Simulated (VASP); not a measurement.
# Ru (P6_3/mmc) in VASP: a series of runs

The runs below take Ru through relaxation of cell and atoms, single point, with PBE.

Program: VASP 6.6.1. These are calculated values, not measurements. Logs are shortened: lines on timing, memory, paths and dates and some standing lists are left out, and cuts for length are marked.

### 1 The cell of the first run

The structure is hexagonal, space group P6_3/mmc (No. 194). Conventional cell: a = 2.706 Å, b = 2.706 Å, c = 4.282 Å, α = 90.00°, β = 90.00°, γ = 120.00°. Ru (site symmetry -6m2) has 12 Ru at 2.65 to 2.71 Å within 3.5 Å.

### 2 Relaxation of cell and atoms, PBE

Contents of INCAR:

```
ALGO = Fast
EDIFF = 1E-7
EDIFFG = -0.005
ENCUT = 600
GGA = PE
IBRION = 2
ISIF = 3
ISMEAR = 0
LASPH = True
LCHARG = False
LREAL = False
LWAVE = False
NELM = 100
NSW = 100
PREC = Accurate
SIGMA = 0.1
```

Contents of KPOINTS:

```
k-points
0
Gamma
  18 18 10
```

Contents of POSCAR:

```
Ru
1.0
    2.7057993342      0.0000000000      0.0000000000
   -1.3528996671      2.3432909610      0.0000000000
    0.0000000000      0.0000000000      4.2819000000
Ru
2
Direct
    0.3333333333      0.6666666667      0.2500000000
    0.6666666667      0.3333333333      0.7500000000
```

Potentials or basis: VASP PAW PBE potentials, release 64 (Ru_pv).

On the command line:

```
> cat potpaw_PBE.64/Ru_pv/POTCAR > POTCAR
> mpirun -np 1 vasp_std > vasp.out
```

OUTCAR:

```text
EDIFF = 1E-7
   EDIFFG = -0.005
   ENCUT = 600
   GGA = PE
   IBRION = 2
   ISIF = 3
   ISMEAR = 0
   LASPH = True
   LREAL = False
   NELM = 100
   NSW = 100
   PREC = Accurate

 ion  position               nearest neighbor table
   1  0.333  0.667  0.250-   2 2.65   2 2.65   2 2.65   2 2.65   2 2.65   2 2.65
   2  0.667  0.333  0.750-   1 2.65   1 2.65   1 2.65   1 2.65   1 2.65   1 2.65

  LATTYP: Found a hexagonal cell.
 ALAT       =     2.7057993342
 C/A-ratio  =     1.5824898565

  Lattice vectors:

 A1 = (   2.7057993342,   0.0000000000,   0.0000000000)
 A2 = (  -1.3528996671,   2.3432909610,   0.0000000000)
 A3 = (   0.0000000000,   0.0000000000,   4.2819000000)

Analysis of symmetry for initial positions (statically):
=====================================================================
 Subroutine PRICEL returns:
 Original cell was already a primitive cell.

 Routine SETGRP: Setting up the symmetry group for a
 hexagonal supercell.

 Subroutine GETGRP returns: Found 24 space group operations
 (whereof 12 operations were pure point group operations)
 out of a pool of 24 trial point group operations.

The static configuration has the point symmetry D_3d.
 The point group associated with its full space group is D_6h.

Analysis of symmetry for dynamics (positions and initial velocities):
=====================================================================
 Subroutine PRICEL returns:
 Original cell was already a primitive cell.

 Routine SETGRP: Setting up the symmetry group for a
 hexagonal supercell.

 Subroutine GETGRP returns: Found 24 space group operations
 (whereof 12 operations were pure point group operations)
 out of a pool of 24 trial point group operations.

The dynamic configuration has the point symmetry D_3d.
 The point group associated with its full space group is D_6h.

 Subroutine INISYM returns: Found 24 space group operations
 (whereof 12 operations are pure point group operations),
 and found     1 'primitive' translations

----------------------------------------------------------------------------------------

                                     Primitive cell

  volume of cell :      27.1493

  direct lattice vectors                    reciprocal lattice vectors
     2.705799334  0.000000000  0.000000000     0.369576556  0.213375124  0.000000000
    -1.352899667  2.343290961  0.000000000     0.000000000  0.426750249  0.000000000
     0.000000000  0.000000000  4.281900000     0.000000000  0.000000000  0.233541185

  length of vectors
     2.705799334  2.705799334  4.281900000     0.426750249  0.426750249  0.233541185

  position of ions in fractional coordinates (direct lattice)
     0.333333333  0.666666667  0.250000000
     0.666666667  0.333333333  0.750000000

  ion indices of the primitive-cell ions
   primitive index   ion index
                 1           1
                 2           2

----------------------------------------------------------------------------------------

 KPOINTS: k-points

Automatic generation of k-mesh.
 Grid dimensions read from file:
 generate k-points for:   18   18   10

 Generating k-lattice:

  Cartesian coordinates                     Fractional coordinates (reciprocal lattice)
     0.020532031  0.011854174  0.000000000     0.055555556  0.000000000  0.000000000
     0.000000000  0.023708347  0.000000000     0.000000000  0.055555556  0.000000000
     0.000000000  0.000000000  0.023354118     0.000000000  0.000000000  0.100000000

  Length of vectors
     0.023708347  0.023708347  0.023354118

  Shift w.r.t. Gamma in fractional coordinates (k-lattice)
     0.000000000  0.000000000  0.000000000

 Subroutine IBZKPT returns following result:
 ===========================================

 Found    222 irreducible k-points:

 Following reciprocal coordinates:
            Coordinates               Weight
  0.000000  0.000000  0.000000      1.000000
  0.055556 -0.000000  0.000000      6.000000
  0.111111 -0.000000  0.000000      6.000000
  0.166667 -0.000000  0.000000      6.000000
  0.222222 -0.000000  0.000000      6.000000
  0.277778 -0.000000  0.000000      6.000000
[... 16 lines left out ...]
  0.333333  0.111111  0.000000     12.000000
  0.388889  0.111111  0.000000     12.000000
 [... further k-points ...]
   k-points           NKPTS =    222   k-points in BZ     NKDIM =    222   number of bands    NBANDS=     18
   number of dos      NEDOS =    301   number of ions     NIONS =      2
   total plane-waves  NPLWV =  20736
   dimension x,y,z NGX =    24 NGY =   24 NGZ =   36
   dimension x,y,z NGXF=    48 NGYF=   48 NGZF=   72
   ions per type =               2
   NGX,Y,Z   is equivalent  to a cutoff of  14.75, 14.75, 13.98 a.u.
   NGXF,Y,Z  is equivalent  to a cutoff of  29.49, 29.49, 27.95 a.u.
 SYSTEM =  unknown system
   PREC   = accura    normal or accurate (medium, high low for compatibility)
   ISTART =      0    job   : 0-new  1-cont  2-samecut
   ICHARG =      2    charge: 1-file 2-atom 10-const
   ISPIN  =      1    spin polarized calculation?
   LNONCOLLINEAR =      F non collinear calculations
   LSORBIT =      F    spin-orbit coupling
   LASPH  =      T    aspherical Exc in radial PAW
   ENCUT  =  600.0 eV  44.10 Ry    6.64 a.u.   5.40  5.40  8.55*2*pi/ulx,y,z
   NELM   =    100;   NELMIN=  2; NELMDL= -5     # of ELM steps
   EDIFF  = 0.1E-06   stopping-criterion for ELM
   LREAL  =      F    real-space projection
   EDIFFG = -.5E-02   stopping-criterion for IOM
   NSW    =    100    number of steps for IOM
   IBRION =      2    ionic relax: 0-MD 1-quasi-New 2-CG
   NFREE  =      1    steps in history (QN), initial steepest desc. (CG)
   ISIF   =      3    stress and relaxation
   ISYM   =      2    0-nonsym 1-usesym 2-fastsym
   POTIM  = 0.5000    time-step for ionic-motion
   TEBEG  =    0.0;   TEEND  =   0.0 temperature during run
   PSTRESS=    0.0 pullay stress
   NELECT =      28.0000    total number of electrons
   NUPDOWN=      -1.0000    fix difference up-down
   EMIN   =  10.00;   EMAX   =-10.00  energy-range for DOS
   EFERMI =   0.00;   METHOD = LEGACY
   ISMEAR =     0;   SIGMA  =   0.10  broadening in eV -4-tet -1-fermi 0-gaus
   EFERMI_NEDOS =   21; number of points for ismear=-14 and -15
   IALGO  =     68    algorithm
   IMIX   =      4    mixing-type and parameters
     AMIX     =   0.40;   BMIX     =  1.00
     AMIX_MAG =   1.60;   BMIX_MAG =  1.00
  volume/ion in A,a.u.               =      13.57        91.61
  Fermi-wavevector in a.u.,A,eV,Ry     =   1.654022  3.125649 37.222686  2.735790
  Thomas-Fermi vector in A             =   2.742361
   LORBIT       =      0    0 simple, 1 ext, 2 COOP (PROOUT), +10 PAW based schemes
   GGA     = PE    functional components
   LHFCALC =     F    Hartree Fock is set to
   AEXX    =    0.0000 exact exchange contribution
   IVDW    =     0    specifies the selected vdW correction
   LEPSILON=     F    determine dielectric tensor
   LRPA    =     F    only Hartree local field effects (RPA)
 conjugate gradient relaxation of ions
 non-spin polarized calculation
 RMM-DIIS sequential band-by-band and
 Gauss-broadening in eV      SIGMA  =   0.10
  energy-cutoff  :      600.00
  volume of cell :       27.15
 maximum number of plane-waves:       935
 NGX is ok and might be reduce to    24
   NGX = 11   NGY = 11   NGZ = 17

--------------------------------------- Ionic step        1  -------------------------------------------

 number of electron      28.0000002 magnetization

 Free energy of the ion-electron system (eV)
  ---------------------------------------------------
  ext. energy  EPLUGINS =         0.00000000
  ---------------------------------------------------
  free energy    TOTEN  =       -18.46672386 eV

  energy without entropy =      -18.45762894  energy(sigma->0) =      -18.46217640

------------------------ aborting loop because EDIFF is reached ----------------------------------------

  FORCE on cell =-STRESS in cart. coord.  units (eV):
  Direction    XX          YY          ZZ          XY          YZ          ZX
  --------------------------------------------------------------------------------------
  -------------------------------------------------------------------------------------
  Total        0.7619879      0.7619879      0.6800549     -0.0000000      0.0000000      0.0000000
  in kB       44.9676641     44.9676641     40.1324998     -0.0000000      0.0000000      0.0000000
  external PRESSURE =      43.3559427 kB  Pullay stress =       0.0000000 kB

 VOLUME and BASIS-vectors are now :
 -----------------------------------------------------------------------------
  energy-cutoff  :      600.00
  volume of cell :       27.15
      direct lattice vectors                 reciprocal lattice vectors
     2.705799334  0.000000000  0.000000000     0.369576556  0.213375124  0.000000000
    -1.352899667  2.343290961  0.000000000     0.000000000  0.426750249  0.000000000
     0.000000000  0.000000000  4.281900000     0.000000000  0.000000000  0.233541185
[... 145 lines left out ...]
 POSITION                                       TOTAL-FORCE (eV/Angst)
 -----------------------------------------------------------------------------------
     -0.00000      1.57035      1.07361        -0.000000      0.000000      0.000000
      1.35996      0.78517      3.22083         0.000000     -0.000000      0.000000
 -----------------------------------------------------------------------------------
    total drift:                               -0.000000      0.000000     -0.000000

  FREE ENERGIE OF THE ION-ELECTRON SYSTEM (eV)
  ---------------------------------------------------
  free  energy   TOTEN  =       -18.4716664621 eV

  energy  without entropy=      -18.4623498465  energy(sigma->0) =      -18.46700815

--------------------------------------- Ionic step        6  -------------------------------------------

 number of electron      28.0000004 magnetization

 Free energy of the ion-electron system (eV)
  ---------------------------------------------------
  ext. energy  EPLUGINS =         0.00000000
  ---------------------------------------------------
  free energy    TOTEN  =       -18.47167486 eV

  energy without entropy =      -18.46236910  energy(sigma->0) =      -18.46702198

 E-fermi :  12.5951     XC(G=0): -14.0375

 val. band max:       12.5926765107   @ k =   0.1667   0.1111   0.3000
 cond. band min:      12.5978444592   @ k =   0.4444   0.1111   0.5000
 fundamental gap:      0.0051679484
 Fermi energy:        12.5951366676

 k-point     1 :       0.0000    0.0000    0.0000
  band No.  band energies     occupation
      1     -30.9989      2.00000
      2     -30.1044      2.00000
      3     -30.1044      2.00000
      4     -29.9396      2.00000
      5     -29.9396      2.00000
      6     -29.9003      2.00000
[... 10 lines left out ...]
     17      13.7603      0.00000
     18      13.8994      0.00000
[... 463 lines left out ...]
 k-point    24 :       0.3889    0.1111    0.0000
  band No.  band energies     occupation
      1     -30.7697      2.00000
      2     -30.5939      2.00000
      3     -30.5391      2.00000
      4     -30.3594      2.00000
      5     -30.1797      2.00000
      6     -30.1039      2.00000
[... 10 lines left out ...]
     17      16.2813      0.00000
     18      19.8917      0.00000

 [... further k-points ...]
[... 5 lines left out ...]
  --------------------------------------------------------------------------------------
  -------------------------------------------------------------------------------------
  Total        0.0072351      0.0072351      0.0059923     -0.0000000      0.0000000      0.0000000
  in kB        0.4213120      0.4213120      0.3489410     -0.0000000      0.0000000      0.0000000
  external PRESSURE =       0.3971884 kB  Pullay stress =       0.0000000 kB

 VOLUME and BASIS-vectors are now :
 -----------------------------------------------------------------------------
  energy-cutoff  :      600.00
  volume of cell :       27.51
      direct lattice vectors                 reciprocal lattice vectors
     2.719386413  0.000000000 -0.000000000     0.367730013  0.212309022 -0.000000000
    -1.359693206  2.355057716  0.000000000    -0.000000000  0.424618044 -0.000000000
    -0.000000000  0.000000000  4.296118699     0.000000000 -0.000000000  0.232768243

 POSITION                                       TOTAL-FORCE (eV/Angst)
 -----------------------------------------------------------------------------------
     -0.00000      1.57004      1.07403         0.000000     -0.000000      0.000000
      1.35969      0.78502      3.22209        -0.000000      0.000000      0.000000
 -----------------------------------------------------------------------------------
    total drift:                               -0.000000      0.000000     -0.000000

  FREE ENERGIE OF THE ION-ELECTRON SYSTEM (eV)
  ---------------------------------------------------
  free  energy   TOTEN  =       -18.4716748552 eV

  energy  without entropy=      -18.4623691031  energy(sigma->0) =      -18.46702198

 reached required accuracy - stopping structural energy minimisation
```

It took 6.5 min on 1 thread of Intel Xeon 6975P-C, shared host; peak memory 0.25 GiB.

What came out:

```
Free energy                            : -18.4717 eV
Relaxed volume                         : 13.76 Å³/atom
Relaxed cell                           : a = 2.719 Å, b = 2.719 Å, c = 4.296 Å, α = 90.00°, β = 90.00°, γ = 120.00°
Space group after relaxing (to 0.05 Å) : P6_3/mmc (No. 194)
Energy gained by relaxing              : 2.5 meV/atom
Ionic steps                            : 6
Pressure after relaxing                : 0.0 GPa
Band gap on the k mesh                 : zero (band 14 reaches 14.06 eV, above the bottom of band 15 at 10.99 eV)
```

The path:
```
step  energy change (eV)  largest force (eV/Å)  pressure (GPa)  volume (Å³)
   1              0.0000                0.0000            4.34        27.15
   2              0.0350                0.0000          -11.13        28.62
   3             -0.0049                0.0000           -0.06        27.52
   4             -0.0049                0.0000            0.03        27.51
   5             -0.0049                0.0000            0.05        27.51
   6             -0.0050                0.0000            0.04        27.51
```

Final structure:
```cif
data_structure
_symmetry_space_group_name_H-M 'P 1'
_symmetry_Int_Tables_number 1
_cell_length_a 2.7194
_cell_length_b 2.7194
_cell_length_c 4.2961
_cell_angle_alpha 90.000
_cell_angle_beta 90.000
_cell_angle_gamma 120.000
_cell_volume 27.51
loop_
_atom_site_label
_atom_site_type_symbol
_atom_site_fract_x
_atom_site_fract_y
_atom_site_fract_z
_atom_site_occupancy
Ru1 Ru 0.33333 0.66667 0.25000 1
Ru2 Ru 0.66667 0.33333 0.75000 1
```

Levels at points of the mesh, in eV from the Fermi level:
```tsv
k point	band 12	band 13	band 14	band 15	band 16	band 17
(0.00, 0.00, 0.00)	-1.87	-1.87	-1.37	-1.37	1.17	1.17
(0.50, 0.00, 0.00)	-1.77	-1.48	1.39	1.80	1.89	4.00
(0.00, 0.00, 0.50)	-2.70	-2.65	-2.65	0.54	0.54	0.54
(0.50, 0.00, 0.50)	-1.04	0.45	0.45	1.64	1.64	3.35
```

PBE usually gives volumes a little too large and moduli too small. Zero-point motion and thermal expansion aren't in these numbers.

### 3 Single point, PBE (volume scaled by 1.02, then relaxed in part)

Contents of INCAR:

```
SYSTEM = Ru
  PREC = Accurate
  ENCUT = 500
  EDIFF = 1E-6
  ISMEAR = -1
  SIGMA = 0.15
  LREAL = .False.
  LASPH = .True.
  NELM = 120
  ALGO = Normal
  ISIF = 2
  LWAVE = .False.
  LCHARG = .True.
  GGA = PE
  LELF = .True.
  LVHAR = .True.
  NBANDS = 21
  GGA_COMPAT = .False.
```

Contents of KPOINTS:

```
Automatic mesh
0
Gamma
  18 18 10
  0 0 0
```

Contents of POSCAR:

```
Ru
1.0
    2.7410858611      0.0000000000      0.0000000000
   -1.3705429306      2.3738499896      0.0000000000
    0.0000000000      0.0000000000      4.3231413410
Ru
2
Direct
    0.3333333333      0.6666666667      0.2500000000
    0.6666666667      0.3333333333      0.7500000000
```

Potentials or basis: VASP PAW PBE potentials, release 64 (Ru_pv).

On the command line:

```
> cat potpaw_PBE.64/Ru_pv/POTCAR > POTCAR
> mpirun -np 1 vasp_std > vasp.out
```

Wall time 47 s (1 thread of Intel Xeon Platinum 8488C (Sapphire Rapids), shared host); peak memory 0.21 GiB.

The run converged. Its results:

```
Free energy            : -18.5211 eV
Pressure               : -5.9 GPa
Band gap on the k mesh : zero (band 14 reaches 13.62 eV, above the bottom of band 15 at 10.65 eV)
```

Levels at points of the mesh, in eV from the Fermi level:
```
           k point  band 12  band 13  band 14  band 15  band 16  band 17
(0.00, 0.00, 0.00)    -1.82    -1.82    -1.35    -1.35     1.11     1.11
(0.50, 0.00, 0.00)    -1.75    -1.44     1.31     1.71     1.81     3.86
(0.00, 0.00, 0.50)    -2.64    -2.59    -2.59     0.50     0.50     0.50
(0.50, 0.00, 0.50)    -1.02     0.41     0.41     1.56     1.56     3.25
```

Caveat: the cell differs from its parent crystal (volume scaled by 1.02, then relaxed in part).

(Continued in part 2 of 2.)
